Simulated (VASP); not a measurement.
# MgIn2N2 (R-3m) in VASP: a series of runs, part 2 of 2

VASP 6.6.1.

### 3 Single point, LDA

This run uses another cell than the first one, of 14.27 Å³/atom, 1.021 times its volume.

INCAR reads:

```
SYSTEM = MgIn2N2
  PREC = Accurate
  ENCUT = 520
  EDIFF = 1E-6
  ISMEAR = 0
  SIGMA = 0.01
  LREAL = .FALSE.
  LASPH = .TRUE.
  NELM = 80
  ALGO = Normal
  ISIF = 2
  LWAVE = .FALSE.
  LCHARG = .TRUE.
  LELF = .TRUE.
  LVHAR = .TRUE.
  NBANDS = 27
```

KPOINTS reads:

```
regular mesh
0
G
  6 6 6
  0 0 0
```

POSCAR reads:

```
MgIn2N2
1.0
    1.6421972416      0.9481226289      7.6363829901
   -1.6421972416      0.9481226289      7.6363829901
    0.0000000000     -1.8962462407      7.6363829900
Mg In N
1 2 2
Direct
    0.0000000000      0.0000000000      0.0000000000
    0.4384514233      0.4384514233      0.4384514234
    0.5615485767      0.5615485767      0.5615485766
    0.2762847460      0.2762847460      0.2762847462
    0.7237152540      0.7237152540      0.7237152538
```

Potentials or basis: VASP PAW LDA potentials, release 64 (Mg, In_d, N).

Command:

```
$ cat potpaw_LDA.64/Mg/POTCAR potpaw_LDA.64/In_d/POTCAR potpaw_LDA.64/N/POTCAR > POTCAR
$ mpirun -np 1 vasp_std > vasp.out
```

OUTCAR:

```text
SYSTEM = MgIn2N2
   PREC = Accurate
   ENCUT = 520
   EDIFF = 1E-6
   ISMEAR = 0
   LREAL = .FALSE.
   LASPH = .TRUE.
   NELM = 80
   ISIF = 2

 ion  position               nearest neighbor table
   1  0.000  0.000  0.000-   5 2.30   4 2.30   5 2.30   5 2.30   4 2.30   4 2.30   2 3.07   3 3.07
                             2 3.07   3 3.07   2 3.07   3 3.07
   2  0.438  0.438  0.438-   5 2.19   5 2.19   5 2.19   3 2.82   1 3.07   1 3.07   1 3.07
   3  0.562  0.562  0.562-   4 2.19   4 2.19   4 2.19   2 2.82   1 3.07   1 3.07   1 3.07
   4  0.276  0.276  0.276-   3 2.19   3 2.19   3 2.19   1 2.30   1 2.30   1 2.30
   5  0.724  0.724  0.724-   2 2.19   2 2.19   2 2.19   1 2.30   1 2.30   1 2.30

[... 925 lines left out ...]
  -------------------------------------------------------------------------------------
  Total       -0.7083093     -0.7083092     -0.9918581      0.0000000      0.0000000      0.0000000
  in kB      -15.9075975    -15.9075954    -22.2756914      0.0000000      0.0000010      0.0000000
  external PRESSURE =     -18.0302948 kB  Pullay stress =       0.0000000 kB

 VOLUME and BASIS-vectors are now :
 -----------------------------------------------------------------------------
  energy-cutoff  :      520.00
  volume of cell :       71.34
      direct lattice vectors                 reciprocal lattice vectors
     1.642197242  0.948122629  7.636382990     0.304470125  0.175785921  0.043650691
    -1.642197242  0.948122629  7.636382990    -0.304470125  0.175785921  0.043650691
     0.000000000 -1.896246241  7.636382990     0.000000000 -0.351571841  0.043650668

 POSITION                                       TOTAL-FORCE (eV/Angst)
 -----------------------------------------------------------------------------------
      0.00000      0.00000      0.00000        -0.000000     -0.000000     -0.000000
      0.00000     -0.00000     10.04455         0.000000     -0.000000      0.488977
      0.00000     -0.00000     12.86460         0.000000      0.000000     -0.488977
      0.00000     -0.00000      6.32945         0.000000     -0.000000      0.371939
      0.00000     -0.00000     16.57970         0.000000      0.000000     -0.371939
 -----------------------------------------------------------------------------------
    total drift:                                0.000000     -0.000000      0.000000

  FREE ENERGIE OF THE ION-ELECTRON SYSTEM (eV)
  ---------------------------------------------------
  free  energy   TOTEN  =       -28.1229494540 eV

  energy  without entropy=      -28.1229494540  energy(sigma->0) =      -28.12294945
```

OSZICAR:

```text
N       E                     dE             d eps       ncg     rms          rms(c)
DAV:   1     0.369632899565E+03    0.36963E+03   -0.18470E+04  1747   0.186E+03
DAV:   2     0.195868918727E+02   -0.35005E+03   -0.33548E+03  1798   0.443E+02
DAV:   3    -0.305200045325E+02   -0.50107E+02   -0.48856E+02  2043   0.168E+02
DAV:   4    -0.330314685459E+02   -0.25115E+01   -0.24931E+01  2253   0.373E+01
DAV:   5    -0.330933146404E+02   -0.61846E-01   -0.61811E-01  2223   0.609E+00    0.145E+01
DAV:   6    -0.281920032510E+02    0.49013E+01   -0.19121E+01  2879   0.526E+01    0.125E+01
DAV:   7    -0.282184985756E+02   -0.26495E-01   -0.25108E+00  2048   0.107E+01    0.352E+00
DAV:   8    -0.281557628589E+02    0.62736E-01   -0.31510E-01  2651   0.370E+00    0.193E+00
DAV:   9    -0.281281810068E+02    0.27582E-01   -0.41959E-02  2750   0.279E+00    0.731E-01
DAV:  10    -0.281228087477E+02    0.53723E-02   -0.16899E-02  2786   0.133E+00    0.127E-01
DAV:  11    -0.281229480839E+02   -0.13934E-03   -0.24413E-03  2273   0.408E-01    0.130E-01
DAV:  12    -0.281229511912E+02   -0.31073E-05   -0.84524E-05  2514   0.698E-02    0.434E-02
DAV:  13    -0.281229499066E+02    0.12846E-05   -0.83770E-06  2350   0.195E-02    0.166E-02
DAV:  14    -0.281229494540E+02    0.45263E-06   -0.52236E-06  1884   0.133E-02
   1 F= -.28122949E+02 E0= -.28122949E+02  d E =-.328836E-54
```

stdout:

```text
POSCAR found type information on POSCAR MgInN
 POSCAR found :  3 types and       5 ions
 scaLAPACK will be used
 LDA part: xc-table for (Slater(with rela. corr.)+CA(PZ))
 , standard interpolation
 POSCAR, INCAR and KPOINTS ok, starting setup
 FFT: planning ... GRIDC
 FFT: planning ... GRID_SOFT
 FFT: planning ... GRID
 WAVECAR not read
 entering main loop
```

Wall time 2.9 min (1 thread of AMD EPYC 9R45 (Zen 5), shared host); peak memory 0.36 GiB.

Results:

| Property | Result |
| --- | --- |
| Free energy | -28.1229 eV |
| Pressure | -1.8 GPa |
| Largest force | 0.489 eV/Å |
| Band gap on the k mesh | 0.30 eV, direct |

Forces on the atoms (eV/Å):
```
Mg   0.000  0.000  0.000
In   0.000  0.000  0.489
In   0.000  0.000 -0.489
N    0.000  0.000  0.372
N    0.000  0.000 -0.372
```

Caveat: spin-orbit coupling is left out, which moves the levels of the heavy elements. A k mesh can miss the band edges.

### 4 Single point, LDA

This run uses another cell than the first one, of 14.36 Å³/atom, 1.028 times its volume.

INCAR reads:

```
PREC = Accurate ; ENCUT = 520
EDIFF = 1E-6 ; ISMEAR = 0
SIGMA = 0.01 ; LREAL = False
LASPH = True ; NELM = 80
ALGO = Normal ; ISIF = 2
LWAVE = False ; LCHARG = False
GGA = CA ; NBANDS = 27
```

KPOINTS reads:

```
regular mesh
0
Gamma
  6 6 6
```

POSCAR reads:

```
MgIn2N2
1.0
    1.6455301135      0.9500468626      7.6538027994
   -1.6455301135      0.9500468626      7.6538027994
    0.0000000000     -1.9000947101      7.6538027993
Mg In N
1 2 2
Direct
    0.0000000000      0.0000000000      0.0000000000
    0.4382037518      0.4382037518      0.4382037520
    0.5617962482      0.5617962482      0.5617962480
    0.2761925478      0.2761925478      0.2761925481
    0.7238074522      0.7238074522      0.7238074519
```

Command:

```
$ cat potpaw_LDA.64/Mg/POTCAR potpaw_LDA.64/In_d/POTCAR potpaw_LDA.64/N/POTCAR > POTCAR
$ mpirun -np 1 vasp_std > vasp.out
```

It took 2.6 min on 1 thread of AMD EPYC 9R45 (Zen 5), shared host; peak memory 0.36 GiB.

The run converged. Its results:

* Free energy: -28.1096 eV
* Pressure: -2.3 GPa
* Largest force: 0.576 eV/Å
* Band gap on the k mesh: 0.26 eV, direct

Forces in eV/Å, atoms in the order of the input:
```
Mg   0.000  0.000  0.000
In   0.000  0.000  0.576
In   0.000  0.000 -0.576
N    0.000  0.000  0.416
N    0.000  0.000 -0.416
```

Stress tensor (GPa, compression positive):
```
-2.09  0.00  0.00
 0.00 -2.09  0.00
 0.00  0.00 -2.83
```

Levels at points of the mesh, in eV from the valence-band top:
| k point | band 17 | band 18 | band 19 | band 20 | band 21 | band 22 |
| --- | --- | --- | --- | --- | --- | --- |
| (0.00, 0.00, 0.00) | -0.74 | -0.46 | -0.46 | 1.99 | 3.14 | 5.60 |
| (0.50, 0.00, 0.00) | -1.86 | -1.57 | -0.65 | 2.37 | 2.89 | 3.59 |
| (0.50, 0.50, 0.00) | -1.97 | -1.54 | -1.46 | 1.38 | 3.90 | 4.41 |
| (0.50, 0.50, 0.50) | -0.44 | -0.44 | 0.00 | 0.26 | 3.35 | 6.18 |

Caveat: spin-orbit coupling is left out, which moves the levels of the heavy elements. A k mesh can miss the band edges.

### 5 Single point, LDA

This run uses another cell than the first one, of 14.92 Å³/atom, 1.068 times its volume.

INCAR reads:

```
PREC = Accurate
ENCUT = 520
EDIFF = 1E-6
ISMEAR = 0
SIGMA = 0.01
LREAL = F
LASPH = T
NELM = 60
ALGO = Normal
ISIF = 2
LWAVE = F
LCHARG = F
GGA = CA
NBANDS = 27
```

KPOINTS is that of step 4.

POSCAR reads:

```
MgIn2N2
1.0
    1.6666000214      0.9622115745      7.7554956162
   -1.6666000214      0.9622115745      7.7554956162
    0.0000000000     -1.9244241468      7.7554956162
Mg In N
1 2 2
Direct
    0.0000000000      0.0000000000      0.0000000000
    0.4388280112      0.4388280112      0.4388280113
    0.5611719888      0.5611719888      0.5611719887
    0.2770799487      0.2770799487      0.2770799487
    0.7229200513      0.7229200513      0.7229200513
```

Command:

```
$ cat potpaw_LDA.64/Mg/POTCAR potpaw_LDA.64/In_d/POTCAR potpaw_LDA.64/N/POTCAR > POTCAR
$ mpirun -np 1 vasp_std > vasp.out
```

Wall time 2.4 min (1 thread of AMD EPYC 9R45 (Zen 5), shared host); peak memory 0.36 GiB.

Results (log left out):

- Free energy: -28.0341 eV
- Pressure: -7.5 GPa
- Largest force: 0.160 eV/Å
- Band gap on the k mesh: 0.13 eV, direct

Forces on the atoms (eV/Å):
```
Mg   0.000  0.000  0.000
In   0.000  0.000 -0.150
In   0.000  0.000  0.150
N    0.000  0.000 -0.160
N    0.000  0.000  0.160
```

Stress tensor (GPa, compression positive):
```
-7.37  0.00  0.00
 0.00 -7.37  0.00
 0.00  0.00 -7.62
```

Levels at points of the mesh, in eV from the valence-band top:
```tsv
k point	band 15	band 16	band 17	band 18	band 19	band 20	band 21	band 22	band 23	band 24
(0.00, 0.00, 0.00)	-2.22	-0.64	-0.64	-0.36	-0.36	1.97	2.97	5.49	8.74	8.74
(0.50, 0.00, 0.00)	-3.19	-2.62	-1.70	-1.38	-0.68	2.25	2.63	3.48	6.39	7.47
(0.50, 0.50, 0.00)	-2.76	-2.26	-1.79	-1.57	-1.27	1.27	3.62	4.31	6.20	7.07
(0.50, 0.50, 0.50)	-0.66	-0.66	-0.33	-0.33	0.00	0.13	3.31	5.99	9.06	9.06
```

Caveat: spin-orbit coupling is left out, which moves the levels of the heavy elements.

### 6 Single point, LDA

This run uses another cell than the first one, of 15.02 Å³/atom, 1.075 times its volume.

INCAR reads:

```
PREC = Accurate
ENCUT = 520
EDIFF = 1E-6
ISMEAR = 0
SIGMA = 0.01
LREAL = False
LASPH = True
NELM = 80
ALGO = Normal
ISIF = 2
LWAVE = False
LCHARG = False
GGA = CA
NBANDS = 27
```

KPOINTS is that of step 5.

POSCAR reads:

```
MgIn2N2
1.0
    1.6701480000      0.9642600000      7.7724940000
   -1.6701480000      0.9642600000      7.7724940000
    0.0000000000     -1.9285210000      7.7724940000
Mg In N
1 2 2
Direct
    0.0000000000      0.0000000000      0.0000000000
    0.4390070000      0.4390070000      0.4390070000
    0.5609930000      0.5609930000      0.5609930000
    0.2772770000      0.2772770000      0.2772770000
    0.7227230000      0.7227230000      0.7227230000
```

Potentials or basis: VASP PAW LDA potentials, release 64 (Mg, In_d, N).

Command:

```
$ cat potpaw_LDA.64/Mg/POTCAR potpaw_LDA.64/In_d/POTCAR potpaw_LDA.64/N/POTCAR > POTCAR
$ mpirun -np 1 vasp_std > vasp.out
```

OUTCAR:

```text
PREC = Accurate
   ENCUT = 520
   EDIFF = 1E-6
   ISMEAR = 0
   LREAL = False
   LASPH = True
   NELM = 80
   ISIF = 2
   GGA = CA

 ion  position               nearest neighbor table
   1  0.000  0.000  0.000-   5 2.33   4 2.33   5 2.33   5 2.33   4 2.33   4 2.33   2 3.13   3 3.13
                             2 3.13   3 3.13   2 3.13   3 3.13
   2  0.439  0.439  0.439-   5 2.25   5 2.25   5 2.25   3 2.84   1 3.13   1 3.13   1 3.13
   3  0.561  0.561  0.561-   4 2.25   4 2.25   4 2.25   2 2.84   1 3.13   1 3.13   1 3.13
   4  0.277  0.277  0.277-   3 2.25   3 2.25   3 2.25   1 2.33   1 2.33   1 2.33
   5  0.723  0.723  0.723-   2 2.25   2 2.25   2 2.25   1 2.33   1 2.33   1 2.33

  LATTYP: Found a trigonal (rhomboedric) cell.
 ALAT       =     8.0081742407
 COS(alpha) =     0.9130092884

  Lattice vectors:

 A1 = (   1.6701480000,   0.9642600000,   7.7724940000)
 A2 = (  -1.6701480000,   0.9642600000,   7.7724940000)
 A3 = (   0.0000000000,  -1.9285210000,   7.7724940000)

Analysis of symmetry for initial positions (statically):
=====================================================================
 Subroutine PRICEL returns:
 Original cell was already a primitive cell.

 Routine SETGRP: Setting up the symmetry group for a
 trigonal (rhombohedral) supercell.

 Subroutine GETGRP returns: Found 12 space group operations
 (whereof 12 operations were pure point group operations)
 out of a pool of 12 trial point group operations.

The static configuration has the point symmetry D_3d.

Analysis of symmetry for dynamics (positions and initial velocities):
=====================================================================
 Subroutine PRICEL returns:
 Original cell was already a primitive cell.

 Routine SETGRP: Setting up the symmetry group for a
 trigonal (rhombohedral) supercell.

[... 122 lines left out ...]
   NUPDOWN=      -1.0000    fix difference up-down
   EMIN   =  10.00;   EMAX   =-10.00  energy-range for DOS
   EFERMI =   0.00;   METHOD = LEGACY
   ISMEAR =     0;   SIGMA  =   0.01  broadening in eV -4-tet -1-fermi 0-gaus
   EFERMI_NEDOS =   21; number of points for ismear=-14 and -15
   IALGO  =     38    algorithm
   IMIX   =      4    mixing-type and parameters
     AMIX     =   0.40;   BMIX     =  1.00
     AMIX_MAG =   1.60;   BMIX_MAG =  1.00
  volume/ion in A,a.u.               =      15.02       101.36
  Fermi-wavevector in a.u.,A,eV,Ry     =   1.304515  2.465176 23.153840  1.701759
  Thomas-Fermi vector in A             =   2.435446
   LORBIT       =      0    0 simple, 1 ext, 2 COOP (PROOUT), +10 PAW based schemes
   GGA     = CA    functional components
   LHFCALC =     F    Hartree Fock is set to
   AEXX    =    0.0000 exact exchange contribution
   IVDW    =     0    specifies the selected vdW correction
   LEPSILON=     F    determine dielectric tensor
   LRPA    =     F    only Hartree local field effects (RPA)
 non-spin polarized calculation
 Gauss-broadening in eV      SIGMA  =   0.01
  energy-cutoff  :      520.00
  volume of cell :       75.10
 maximum number of plane-waves:      2044
   NGX = 29   NGY = 29   NGZ = 29

 number of electron      37.9999994 magnetization

 Free energy of the ion-electron system (eV)
  ---------------------------------------------------
  ext. energy  EPLUGINS =         0.00000000
  ---------------------------------------------------
  free energy    TOTEN  =       -28.00679848 eV

  energy without entropy =      -28.00679848  energy(sigma->0) =      -28.00679848

 E-fermi :   6.3196     XC(G=0): -11.1225

 val. band max:        6.2629680345   @ k =   0.5000   0.5000   0.5000
 cond. band min:       6.3812686972   @ k =   0.5000   0.5000   0.5000
 fundamental gap:      0.1183006628
 Fermi energy:         6.3195618255

 k-point     1 :       0.0000    0.0000    0.0000
  band No.  band energies     occupation
      1      -8.1272      2.00000
      2      -7.7526      2.00000
      3      -7.6293      2.00000
      4      -7.4889      2.00000
      5      -7.4889      2.00000
      6      -7.4692      2.00000
[... 709 lines left out ...]
     26      14.3951      0.00000
     27      14.7697      0.00000

 [... further k-points ...]
[... 5 lines left out ...]
  --------------------------------------------------------------------------------------
  -------------------------------------------------------------------------------------
  Total       -3.8421395     -3.8421390     -3.9398379      0.0000000      0.0000002      0.0000000
  in kB      -81.9639363    -81.9639254    -84.0481247      0.0000000      0.0000036      0.0000000
  external PRESSURE =     -82.6586622 kB  Pullay stress =       0.0000000 kB

 VOLUME and BASIS-vectors are now :
 -----------------------------------------------------------------------------
  energy-cutoff  :      520.00
  volume of cell :       75.10
      direct lattice vectors                 reciprocal lattice vectors
     1.670148000  0.964260000  7.772494000     0.299374666  0.172844056  0.042886285
    -1.670148000  0.964260000  7.772494000    -0.299374666  0.172844056  0.042886285
     0.000000000 -1.928521000  7.772494000     0.000000000 -0.345688111  0.042886263

 POSITION                                       TOTAL-FORCE (eV/Angst)
 -----------------------------------------------------------------------------------
      0.00000      0.00000      0.00000         0.000000      0.000000      0.000000
      0.00000     -0.00000     10.23654         0.000000      0.000000     -0.303554
      0.00000     -0.00000     13.08094         0.000000     -0.000000      0.303554
      0.00000     -0.00000      6.46540         0.000000      0.000000     -0.274250
      0.00000     -0.00000     16.85208         0.000000     -0.000000      0.274250
 -----------------------------------------------------------------------------------
    total drift:                               -0.000000     -0.000000      0.000000

  FREE ENERGIE OF THE ION-ELECTRON SYSTEM (eV)
  ---------------------------------------------------
  free  energy   TOTEN  =       -28.0067984826 eV

  energy  without entropy=      -28.0067984826  energy(sigma->0) =      -28.00679848
```

OSZICAR:

```text
N       E                     dE             d eps       ncg     rms          rms(c)
DAV:   1     0.359287757067E+03    0.35929E+03   -0.18367E+04  1739   0.183E+03
DAV:   2     0.179581509637E+02   -0.34133E+03   -0.32783E+03  1763   0.428E+02
DAV:   3    -0.304110039235E+02   -0.48369E+02   -0.47337E+02  2107   0.163E+02
DAV:   4    -0.328020075394E+02   -0.23910E+01   -0.23720E+01  2200   0.363E+01
DAV:   5    -0.328702908746E+02   -0.68283E-01   -0.68220E-01  2291   0.627E+00    0.137E+01
DAV:   6    -0.281535816958E+02    0.47167E+01   -0.20597E+01  2889   0.502E+01    0.120E+01
DAV:   7    -0.281007357241E+02    0.52846E-01   -0.25640E+00  2163   0.112E+01    0.342E+00
DAV:   8    -0.280403806784E+02    0.60355E-01   -0.37307E-01  2615   0.362E+00    0.186E+00
DAV:   9    -0.280125684801E+02    0.27812E-01   -0.40996E-02  2724   0.259E+00    0.783E-01
DAV:  10    -0.280066949599E+02    0.58735E-02   -0.18278E-02  2749   0.128E+00    0.131E-01
DAV:  11    -0.280067954811E+02   -0.10052E-03   -0.22722E-03  2272   0.398E-01    0.119E-01
DAV:  12    -0.280068019852E+02   -0.65041E-05   -0.98166E-05  2583   0.792E-02    0.309E-02
DAV:  13    -0.280067984303E+02    0.35549E-05   -0.15199E-05  2189   0.248E-02    0.142E-02
DAV:  14    -0.280067984826E+02   -0.52360E-07   -0.72709E-06  2006   0.161E-02
   1 F= -.28006798E+02 E0= -.28006798E+02  d E =-.324550E-18
```

Run time: 2.3 min. Hardware: 1 thread of AMD EPYC 9R45 (Zen 5), shared host; peak memory 0.34 GiB.

Results:

```yaml
Free_energy: -28.0068 eV
Pressure: -8.3 GPa
Largest_force: 0.304 eV/Å
Band_gap_on_the_k_mesh: 0.12 eV, direct
```

Forces on the atoms (eV/Å):
```
Mg   0.000  0.000  0.000
In   0.000  0.000 -0.304
In   0.000  0.000  0.304
N    0.000  0.000 -0.274
N    0.000  0.000  0.274
```

Stress tensor (GPa, compression positive):
```
-8.20  0.00  0.00
 0.00 -8.20  0.00
 0.00  0.00 -8.40
```

Levels at points of the mesh, in eV from the valence-band top:
```
           k point  band 17  band 18  band 19  band 20  band 21  band 22
(0.00, 0.00, 0.00)    -0.61    -0.33    -0.33     1.97     2.95     5.48
(0.50, 0.00, 0.00)    -1.66    -1.34    -0.69     2.23     2.59     3.46
(0.50, 0.50, 0.00)    -1.75    -1.57    -1.23     1.25     3.57     4.30
(0.50, 0.50, 0.50)    -0.30    -0.30     0.00     0.12     3.31     5.97
```

Caveat: spin-orbit coupling is left out, which moves the levels of the heavy elements.

### 7 The runs side by side

| cell | gap on the mesh (eV) | pressure (GPa) | largest force (eV/Å) |
| --- | --- | --- | --- |
| a = 7.809 Å, angles 24.1°, 5 atoms | 0.47 | -0.2 | 0.05 |
| a = 7.868 Å, angles 24.1°, 5 atoms | 0.30 | -1.8 | 0.49 |
| a = 7.886 Å, angles 24.1°, 5 atoms | 0.26 | -2.3 | 0.58 |
| a = 7.991 Å, angles 24.1°, 5 atoms | 0.13 | -7.5 | 0.16 |
| a = 8.008 Å, angles 24.1°, 5 atoms | 0.12 | -8.3 | 0.30 |

Alike in all rows: task single point; level LDA; potentials or basis VASP PAW LDA potentials, release 64 (Mg, In_d, N); no spin polarisation; k mesh 6 × 6 × 6; cutoff (eV) 520; smearing gaussian 0.01 eV.

Caveats: spin-orbit coupling is left out, which moves the levels of the heavy elements.

Total energies depend on the potentials used, so only differences within one code and one set of settings carry meaning.
